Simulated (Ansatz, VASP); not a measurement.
**Si2TeS3: VASP beside Ansatz**

The input INCAR:

```
SYSTEM = Si2TeS3
  ALGO = Normal
  EDIFF = 1E-6
  EDIFFG = -0.04
  ENCUT = 600
  GGA = PE
  IBRION = 2
  ISIF = 3
  ISMEAR = 0
  LASPH = .TRUE.
  LCHARG = .FALSE.
  LREAL = .FALSE.
  LWAVE = .FALSE.
  NELM = 60
  NSW = 90
  PREC = Accurate
  SIGMA = 0.1
```

Contents of KPOINTS:

```
k-points
0
G
  6 6 4
  0 0 0
```

The input POSCAR:

```
Si2TeS3
1.0
    5.7233880800      0.0000000000      0.0000000000
   -2.8616940400      4.9565994700      0.0000000000
    0.0000000000      0.0000000000      4.6535164400
Si Te S
2 1 3
Direct
    0.3333333300      0.6666666700      0.0000000000
    0.6666666700      0.3333333300      0.0000000000
    0.0000000000      0.0000000000      0.0000000000
    0.5000000000      0.0000000000      0.5000000000
    0.0000000000      0.5000000000      0.5000000000
    0.5000000000      0.5000000000      0.5000000000
```

Input for Ansatz:

```yaml
crystal:
  lattice:
    - [5.72338808, 0.0, 0.0]
    - [-2.86169404, 4.95659947, 0.0]
    - [0.0, 0.0, 4.65351644]
  atoms:
    - { symbol: Si, position: [0.33333333, 0.66666667, 0.0] }
    - { symbol: Si, position: [0.66666667, 0.33333333, 0.0] }
    - { symbol: Te, position: [0.0, 0.0, 0.0] }
    - { symbol: S, position: [0.5, 0.0, 0.5] }
    - { symbol: S, position: [0.0, 0.5, 0.5] }
    - { symbol: S, position: [0.5, 0.5, 0.5] }
basis:
  ecutwfc: 420
kpoints:
  mp_grid: { grid: [6, 6, 4] }
hamiltonian:
  xc: pbe
scf:
  occupations: { method: gaussian, width: 0.1 }
  lower_state_search: "off"
output:
  forces: true
  stress: true
  eigenvalues: true
relax:
  adjacent_minimum: "off"
  f_tol: 0.04
  max_steps: 70
  cell: { stress_tol: 0.4 }
```

Change from the starting cell: species swapped into the CeCo3Cu2 type (P6/mmm, No. 191).

Alike in both runs: task relaxation of cell and atoms; functional PBE; k mesh 6 × 6 × 4; occupations gaussian, width 0.1 eV; no spin polarisation.

|  | VASP | Ansatz |
| --- | --- | --- |
| version | VASP 6.6.1 | Ansatz 0.2.0 |
| potentials or method | VASP PAW PBE potentials, release 64 (Si, Te, S), cutoff 600 eV | scalar-relativistic, plane waves, PAW |
| valence electrons in the cell | 32 | 42 |

Ansatz gave:

* gap on the k mesh at the Fermi level, each at its own relaxed structure (eV): none
* relaxed volume (Å³/atom): 19.12
* relaxed length of the cell vector where the two differ most in proportion (Å): 4.792

**Question.** What did VASP give for the same quantities?

**Answer.** gap on the k mesh at the Fermi level, each at its own relaxed structure (eV): none; relaxed volume (Å³/atom): 19.09; relaxed length of the cell vector where the two differ most in proportion (Å): 4.768.

A gap of «none» marks a metal or a gap that the smearing closes. VASP's potentials hold 32 valence electrons a cell and Ansatz's 42, so a difference there can come from the potentials and not from the codes.

Spin-orbit coupling is off throughout.
